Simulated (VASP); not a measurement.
GaAs:

```
CELL_PARAMETERS angstrom
0.00000 2.87509 2.87509
2.87509 0.00000 2.87509
2.87509 2.87509 0.00000
ATOMIC_POSITIONS crystal
Ga 0.00000 0.00000 0.00000
As 0.25000 0.25000 0.25000
```

| Item | Value |
| --- | --- |
| Program | VASP 6.6.1 |
| Task | relaxation of cell and atoms |
| Functional | r2SCAN |
| Potentials or basis | VASP PAW PBE potentials, release 64 (Ga_d, As) |
| Cutoff | 600 eV |
| k mesh | 8 × 8 × 8 |
| Occupations | gaussian, width 0.02 eV |
| Spin | no spin polarisation |

At the start: pressure -2.8 GPa; volume 23.77 Å³/atom.

**Question.** Where does the relaxation end?

**Answer.** Over 3 steps the energy falls by 9.4 meV/atom and the volume is 22.75 Å³/atom (-4.3 %); space group F-43m (No. 216, to 0.05 Å).

Step by step:
```csv
step,energy change (eV),largest force (eV/Å),pressure (GPa),volume (Å³)
1,0.0000,0.0000,-2.84,47.53
2,-0.0154,0.0000,1.37,44.70
3,-0.0188,0.0000,-0.04,45.50
```

Final structure:
```
CELL_PARAMETERS angstrom
0.00000 2.83359 2.83359
2.83359 0.00000 2.83359
2.83359 2.83359 0.00000
ATOMIC_POSITIONS crystal
Ga 0.00000 0.00000 0.00000
As 0.25000 0.25000 0.25000
```

Caveat: the PAW data sets were made with another functional, which shifts forces and pressure a little.
